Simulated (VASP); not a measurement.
# H2CO in VASP: a series of runs

Runs on H2CO. Level: PBE+D3(BJ). Tasks: single point.

Everything below comes from runs of VASP 6.6.1. Logs are shortened: lines on timing, memory, paths and dates and some standing lists are left out, and cuts for length are marked.

## (1) The cell of the first run

The cell holds a disordered packing, 40 atoms: a = 8.240 Å, b = 8.133 Å, c = 8.198 Å, α = 88.64°, β = 88.75°, γ = 90.46°.

## (2) Single point, PBE+D3(BJ)

File INCAR:

```
SYSTEM = H2CO
PREC = Accurate ; ENCUT = 1000
EDIFF = 1E-6 ; ISMEAR = -1
SIGMA = 0.02 ; LREAL = Auto
LASPH = .TRUE. ; NELM = 120
ALGO = Normal ; ISIF = 2
LWAVE = .FALSE. ; LCHARG = .FALSE.
GGA = PE ; IVDW = 12
NBANDS = 86 ; GGA_COMPAT = .FALSE.
```

File KPOINTS:

```
regular mesh
0
G
  1 1 1
  0 0 0
```

File POSCAR:

```
H2CO
1.0
    8.2392090000     -0.0335120000      0.0895160000
   -0.0335120000      8.1325130000      0.0971720000
    0.0895160000      0.0971720000      8.1972700000
O C H
10 10 20
Direct
    0.5337192197      0.4530239138      0.4709497614
    0.0320500887      0.7405744633      0.7434509175
    0.4058030080      0.7146391187      0.1089547161
    0.7247612834      0.9499852383      0.2801311050
    0.0976601679      0.1190429078      0.2753343753
    0.5698713642      0.4482706343      0.8225699582
    0.4182784603      0.1184693708      0.9505171209
    0.8585635795      0.4414318736      0.4458252570
    0.9356194059      0.4016234810      0.0066510602
    0.4982256275      0.0811283921      0.5466475335
    0.4345826014      0.4297512587      0.3684809839
   -0.0806135214      0.8362377491      0.7665182805
    0.3035658711      0.7448813815      0.0125095774
    0.6700174053      0.9130019552      0.1528563163
    0.1353454491      0.0294761808      0.3881804744
    0.5024055733      0.5646103928      0.7495498308
    0.2899796889      0.1838332024      0.9580114768
    0.9938587825      0.4150750382      0.4837098285
    0.7945112205      0.3393509272      0.0550552959
    0.6278120175      0.0393900024      0.5948167102
    0.4374683765      0.3184446193      0.3170196517
    0.3537198119      0.5285276331      0.3076607615
   -0.1340610938      0.8296107974      0.8787176307
   -0.0928387637      0.9370752796      0.6649229653
    0.2353817441      0.6366343431     -0.0293187201
    0.2713872123      0.8791701922     -0.0542161261
    0.5406942381      0.9331883346      0.1271300613
    0.7463447963      0.8313795244      0.0700481243
    0.2322946508     -0.0683123896      0.3852555745
    0.0609641816      0.0390042658      0.4871808063
    0.3651270072      0.5971415471      0.7211412888
    0.5786457360      0.6681800031      0.7184066843
    0.2508704560      0.3035348148      1.0199063829
    0.1841729737      0.1212951124      0.9029136631
    1.0816697574      0.5010995934      0.4389120281
    1.0278126534      0.3185793884      0.5721096568
    0.7035074963      0.2455669054      0.0020570990
    0.7397944772      0.4170058003      0.1480560321
    0.7379717938      0.1031261773      0.5490875304
    0.6245376916     -0.0557560404      0.6963552268
```

Potentials or basis: VASP PAW PBE potentials, release 64 (O_h, C_h, H_h).

Command:

```console
$ cat potpaw_PBE.64/O_h/POTCAR potpaw_PBE.64/C_h/POTCAR potpaw_PBE.64/H_h/POTCAR > POTCAR
$ mpirun -np 1 vasp_gam > vasp.out
```

OUTCAR:

```text
SYSTEM = H2CO
   PREC = Accurate
   ENCUT = 1000
   EDIFF = 1E-6
   ISMEAR = -1
   LREAL = Auto
   LASPH = .TRUE.
   NELM = 120
   ISIF = 2
   GGA = PE
   IVDW = 12
 IVDW          = 12

 ion  position               nearest neighbor table
   1  0.534  0.453  0.471-  11 1.20
   2  0.032  0.741  0.743-  12 1.23
   3  0.406  0.715  0.109-  13 1.19
   4  0.725  0.950  0.280-  14 1.19
   5  0.098  0.119  0.275-  15 1.21
   6  0.570  0.448  0.823-  16 1.25
   7  0.418  0.118  0.951-  17 1.19
   8  0.859  0.441  0.446-  18 1.18
   9  0.936  0.402  0.007-  19 1.31
  10  0.498  0.081  0.547-  20 1.20
  11  0.435  0.430  0.368-  21 1.01  22 1.16   1 1.20
  12  0.919  0.836  0.767-  23 1.01  24 1.16   2 1.23
  13  0.304  0.745  0.013-  25 1.11   3 1.19
  14  0.670  0.913  0.153-  27 1.10  28 1.14   4 1.19
  15  0.135  0.029  0.388-  30 1.01  29 1.13   5 1.21
  16  0.502  0.565  0.750-  32 1.07  31 1.19   6 1.25
  17  0.290  0.184  0.958-  34 1.12  33 1.15   7 1.19
  18  0.994  0.415  0.484-  35 1.06  36 1.10   8 1.18
  19  0.795  0.339  0.055-  38 1.09  37 1.16   9 1.31
  20  0.628  0.039  0.595-  39 1.10  40 1.12  10 1.20
  21  0.437  0.318  0.317-  11 1.01
  22  0.354  0.529  0.308-  11 1.16
  23  0.866  0.830  0.879-  12 1.01
  24  0.907  0.937  0.665-  12 1.16
  25  0.235  0.637  0.971-  13 1.11
  26  0.271  0.879  0.946-
  27  0.541  0.933  0.127-  14 1.10
  28  0.746  0.831  0.070-  14 1.14
  29  0.232  0.932  0.385-  15 1.13
  30  0.061  0.039  0.487-  15 1.01
  31  0.365  0.597  0.721-  16 1.19
  32  0.579  0.668  0.718-  16 1.07
  33  0.251  0.304  0.020-  17 1.15
  34  0.184  0.121  0.903-  17 1.12
  35  0.082  0.501  0.439-  18 1.06
  36  0.028  0.319  0.572-  18 1.10
  37  0.704  0.246  0.002-  19 1.16
  38  0.740  0.417  0.148-  19 1.09
  39  0.738  0.103  0.549-  20 1.10
  40  0.625  0.944  0.696-  20 1.12

  LATTYP: Found a triclinic cell.
 ALAT       =     8.1983346458
 B/A-ratio  =     1.4252341113
 C/A-ratio  =     1.6992402068
 COS(alpha) =     0.0008369569
 COS(beta)  =     0.5617768756
 COS(gamma) =     0.7181725175

  Lattice vectors:

 A1 = (   0.0895160000,   0.0971720000,   8.1972700000)
 A2 = (   0.0560040000,   8.2296850000,   8.2944420000)
 A3 = (  -8.1161810000,  -8.0018290000,   8.0105820000)

Analysis of symmetry for initial positions (statically):
=====================================================================
 Subroutine PRICEL returns:
 Original cell was already a primitive cell.

 Routine SETGRP: Setting up the symmetry group for a
 triclinic supercell.

 Subroutine GETGRP returns: Found  1 space group operations
 (whereof  1 operations were pure point group operations)
 out of a pool of  2 trial point group operations.

The static configuration has the point symmetry C_1 .

Analysis of symmetry for dynamics (positions and initial velocities):
=====================================================================
 Subroutine PRICEL returns:
 Original cell was already a primitive cell.

 Routine SETGRP: Setting up the symmetry group for a
 triclinic supercell.

 Subroutine GETGRP returns: Found  1 space group operations
 (whereof  1 operations were pure point group operations)
 out of a pool of  2 trial point group operations.

The dynamic configuration has the point symmetry C_1 .

 Subroutine INISYM returns: Found  1 space group operations
 (whereof  1 operations are pure point group operations),
 and found     1 'primitive' translations

----------------------------------------------------------------------------------------

                                     Primitive cell

  volume of cell :     549.1092

  direct lattice vectors                    reciprocal lattice vectors
     8.239209000 -0.033512000  0.089516000     0.121387442  0.000516118 -0.001331696
    -0.033512000  8.132513000  0.097172000     0.000516118  0.122982835 -0.001463498
     0.089516000  0.097172000  8.197270000    -0.001331696 -0.001463498  0.122023725

  length of vectors
     8.239763414  8.133162555  8.198334646     0.121395844  0.122992626  0.122039767

  position of ions in fractional coordinates (direct lattice)
     0.533719220  0.453023914  0.470949761
     0.032050089  0.740574463  0.743450917
     0.405803008  0.714639119  0.108954716
     0.724761283  0.949985238  0.280131105
     0.097660168  0.119042908  0.275334375
     0.569871364  0.448270634  0.822569958
[... 32 lines left out ...]
     0.737971794  0.103126177  0.549087530
     0.624537692  0.944243960  0.696355227

  ion indices of the primitive-cell ions
   primitive index   ion index
                 1           1
                 2           2
                 3           3
                 4           4
                 5           5
                 6           6
[... 32 lines left out ...]
                39          39
                40          40

----------------------------------------------------------------------------------------

 KPOINTS: regular mesh

Automatic generation of k-mesh.
 Grid dimensions read from file:
 generate k-points for:    1    1    1

 Generating k-lattice:

  Cartesian coordinates                     Fractional coordinates (reciprocal lattice)
     0.121387442  0.000516118 -0.001331696     1.000000000 -0.000000000  0.000000000
     0.000516118  0.122982835 -0.001463498     0.000000000  1.000000000 -0.000000000
    -0.001331696 -0.001463498  0.122023725    -0.000000000 -0.000000000  1.000000000

  Length of vectors
     0.121395844  0.122992626  0.122039767

  Shift w.r.t. Gamma in fractional coordinates (k-lattice)
     0.000000000  0.000000000  0.000000000

 Subroutine IBZKPT returns following result:
 ===========================================

 Found      1 irreducible k-points:

 Following reciprocal coordinates:
            Coordinates               Weight
  0.000000  0.000000  0.000000      1.000000
   k-points           NKPTS =      1   k-points in BZ     NKDIM =      1   number of bands    NBANDS=     86
   number of dos      NEDOS =    301   number of ions     NIONS =     40
   total plane-waves  NPLWV = 680400
   dimension x,y,z NGX =    90 NGY =   84 NGZ =   90
   dimension x,y,z NGXF=   180 NGYF=  168 NGZF=  180
   ions per type =              10  10  20
   NGX,Y,Z   is equivalent  to a cutoff of  18.16, 17.17, 18.25 a.u.
   NGXF,Y,Z  is equivalent  to a cutoff of  36.32, 34.34, 36.50 a.u.
 SYSTEM =  H2CO
   PREC   = accura    normal or accurate (medium, high low for compatibility)
   ISTART =      0    job   : 0-new  1-cont  2-samecut
   ICHARG =      2    charge: 1-file 2-atom 10-const
   ISPIN  =      1    spin polarized calculation?
   LNONCOLLINEAR =      F non collinear calculations
   LSORBIT =      F    spin-orbit coupling
   LASPH  =      T    aspherical Exc in radial PAW
   ENCUT  = 1000.0 eV  73.50 Ry    8.57 a.u.  21.25 20.97 21.14*2*pi/ulx,y,z
   NELM   =    120;   NELMIN=  2; NELMDL= -5     # of ELM steps
   EDIFF  = 0.1E-05   stopping-criterion for ELM
   LREAL  =      T    real-space projection
   EDIFFG = 0.1E-04   stopping-criterion for IOM
   NSW    =      0    number of steps for IOM
[... 5 lines left out ...]
   TEBEG  =    0.0;   TEEND  =   0.0 temperature during run
   PSTRESS=    0.0 pullay stress
   NELECT =     120.0000    total number of electrons
   NUPDOWN=      -1.0000    fix difference up-down
   EMIN   =  10.00;   EMAX   =-10.00  energy-range for DOS
   EFERMI =   0.00;   METHOD = LEGACY
   ISMEAR =    -1;   SIGMA  =   0.02  broadening in eV -4-tet -1-fermi 0-gaus
   EFERMI_NEDOS =   21; number of points for ismear=-14 and -15
   IALGO  =     38    algorithm
   IMIX   =      4    mixing-type and parameters
     AMIX     =   0.40;   BMIX     =  1.00
     AMIX_MAG =   1.60;   BMIX_MAG =  1.00
  volume/ion in A,a.u.               =      13.73        92.64
  Fermi-wavevector in a.u.,A,eV,Ry     =   0.986088  1.863436 13.229891  0.972370
  Thomas-Fermi vector in A             =   2.117443
   LORBIT       =      0    0 simple, 1 ext, 2 COOP (PROOUT), +10 PAW based schemes
   GGA     = PE    functional components
   LHFCALC =     F    Hartree Fock is set to
   AEXX    =    0.0000 exact exchange contribution
   IVDW    =    12    specifies the selected vdW correction
   LEPSILON=     F    determine dielectric tensor
   LRPA    =     F    only Hartree local field effects (RPA)
 non-spin polarized calculation
  energy-cutoff  :     1000.00
  volume of cell :      549.11
 maximum number of plane-waves:     19695
 NGX is ok and might be reduce to    90
   NGX = 43   NGY = 41   NGZ = 43

 number of electron     119.9999996 magnetization

 Free energy of the ion-electron system (eV)
  ---------------------------------------------------
  ext. energy  EPLUGINS =         0.00000000
  ---------------------------------------------------
  free energy    TOTEN  =      -220.23247566 eV

  energy without entropy =     -220.23247566  energy(sigma->0) =     -220.23247566

 E-fermi :  -1.7239     XC(G=0):  -6.4524

 val. band max:       -2.2334457859   @ k =   0.0000   0.0000   0.0000
 cond. band min:       0.2135606566   @ k =   0.0000   0.0000   0.0000
 fundamental gap:      2.4470064426
 Fermi energy:        -1.7238580508

 k-point     1 :       0.0000    0.0000    0.0000
  band No.  band energies     occupation
      1     -23.9552      2.00000
      2     -23.6152      2.00000
      3     -23.4030      2.00000
      4     -23.2691      2.00000
      5     -23.2272      2.00000
      6     -23.2140      2.00000
[... 64 lines left out ...]
     71       2.6570      0.00000
     72       3.6994      0.00000
 [bands above 72 left out]

------------------------ aborting loop because EDIFF is reached ----------------------------------------

 Edisp (eV)   -1.60029

 E8    (eV) :    -0.3659

  FORCE on cell =-STRESS in cart. coord.  units (eV):
  Direction    XX          YY          ZZ          XY          YZ          ZX
  --------------------------------------------------------------------------------------
  -------------------------------------------------------------------------------------
  Total       3.17365    -2.08544    10.16205     2.58371     5.34509    -0.70392
  in kB       9.26000    -6.08486    29.65059     7.53869    15.59577    -2.05389
  external pressure =       10.94 kB  Pullay stress =        0.00 kB

 VOLUME and BASIS-vectors are now :
 -----------------------------------------------------------------------------
  energy-cutoff  :     1000.00
  volume of cell :      549.11
      direct lattice vectors                 reciprocal lattice vectors
     8.239209000 -0.033512000  0.089516000     0.121387442  0.000516118 -0.001331696
    -0.033512000  8.132513000  0.097172000     0.000516118  0.122982835 -0.001463498
     0.089516000  0.097172000  8.197270000    -0.001331696 -0.001463498  0.122023725

 POSITION                                       TOTAL-FORCE (eV/Angst)
 -----------------------------------------------------------------------------------
      4.42440      3.71210      3.95230         0.080099      0.801648      1.201985
      0.30580      6.09390      6.16910        -0.613108      0.171233     -0.078922
      3.32930      5.80880      0.99890         1.216557      0.494404      1.260587
      5.96470      7.72870      2.45350         1.107211      0.740436      1.644974
      0.82530      0.99160      2.27730         0.778595      0.208063     -0.954330
      4.75390      3.70640      6.83740        -2.333922      1.488601     -1.184659
[... 32 lines left out ...]
      6.12600      0.86730      4.57710         0.619220     -0.102153      0.044006
      5.17639      7.72581      5.85587         0.761446     -0.030117     -0.156250
 -----------------------------------------------------------------------------------
    total drift:                               -0.000173      0.003840     -0.001042

  FREE ENERGIE OF THE ION-ELECTRON SYSTEM (eV)
  ---------------------------------------------------
  free  energy   TOTEN  =      -221.8327691616 eV

  energy  without entropy=     -221.8327691616  energy(sigma->0) =     -221.83276916
```

Run time: 2.6 min. Hardware: 1 thread of Intel Xeon 6975P-C (Granite Rapids), shared host; peak memory 1.2 GiB.

Results:

```
Free energy                : -221.8328 eV
Pressure                   : 1.1 GPa
Largest force              : 5.891 eV/Å
Band gap on the k mesh     : 2.45 eV
Dispersion energy per atom : -0.040 eV
```

Forces on the atoms (eV/Å):
```
O    0.080  0.802  1.202
O   -0.613  0.171 -0.079
O    1.217  0.494  1.261
O    1.107  0.740  1.645
O    0.779  0.208 -0.954
O   -2.334  1.489 -1.185
O    1.876 -0.174  0.304
O   -2.483 -0.176 -0.591
O   -4.369 -3.245  0.822
O   -1.297  0.333 -0.730
C   -0.422  3.562 -0.159
C    3.939  0.128 -4.378
C   -1.796  0.928 -2.339
C   -0.416 -1.347 -0.862
C    1.377 -0.728 -2.759
C    0.279 -1.240  1.208
C   -2.509  0.957  0.223
C    0.435 -0.091  0.798
C    3.197  3.136 -1.672
C   -0.563  0.009  0.852
H   -0.473 -3.772 -1.900
H    0.539 -0.656  0.916
H   -2.374  0.323  3.041
H   -0.649 -0.738  1.270
H   -0.705  0.250 -0.367
H    0.832 -2.177  1.394
H    0.291  0.325 -0.498
H   -0.566  0.485 -0.029
H   -0.225  0.594 -0.083
H   -1.745 -0.118  3.707
H    1.373 -1.354  0.545
H    0.715  1.154 -0.638
H    0.883 -0.711 -0.378
H   -0.328  0.163 -0.089
H    2.025  0.843 -0.479
H    0.229 -0.535  0.280
H    1.763  0.439  0.135
H   -0.447 -0.339  0.681
H    0.619 -0.102  0.044
H    0.761 -0.030 -0.156
```

Caveat: the k points lie up to 0.77 Å⁻¹ apart; the atoms stand as in a frame of molecular dynamics.

[end of part 1 of 2]
